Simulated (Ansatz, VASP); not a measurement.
# One calculation of AlGa3Sb4, two programs

```
CELL_PARAMETERS angstrom
4.40471 -0.00077 0.00025
-0.00077 4.40347 0.00020
0.00108 0.00080 12.40037
ATOMIC_POSITIONS crystal
Al 0.00046 0.99989 0.49999
Ga 0.00006 0.99979 0.00003
Ga 0.49978 0.50005 0.24955
Ga 0.49978 0.50015 0.75050
Sb 0.50002 0.00009 0.12480
Sb 0.99980 0.49994 0.37480
Sb 0.50035 0.00018 0.62517
Sb 0.99975 0.49992 0.87516
```

Change from the starting cell: cell x1, atoms moved at random (sigma 0.1 Å) and cell strained at random (1.5 %), then relaxed without symmetry.

Alike in both runs: functional PBE; k mesh 6 × 6 × 2; occupations gaussian, width 0.2 eV; no spin polarisation.

Ansatz relaxed the structure, and its values are those at the end. VASP's run is a single point on that final structure, the one shown.

|  | VASP | Ansatz |
| --- | --- | --- |
| version | VASP 6.6.1 | Ansatz 0.2.0 |
| potentials or method | VASP PAW PBE potentials, release 64 (Al, Ga_d, Sb), cutoff 500 eV | scalar-relativistic, plane waves, PAW |
| valence electrons in the cell | 62 | 102 |

|  | VASP | Ansatz | Ansatz less VASP |
| --- | --- | --- | --- |
| gap on the k mesh at the Fermi level (eV) | none | none | - |
| pressure (GPa) | 0.1 | 0.0 | -0.09 |
| rms of the force components (eV/Å) | 0.005 | 0.003 | -0.0019 |

A gap of «none» marks a metal or a gap that the smearing closes. VASP's potentials hold 62 valence electrons a cell and Ansatz's 102, so a difference there can come from the potentials and not from the codes.

Neither program's run includes spin-orbit coupling.
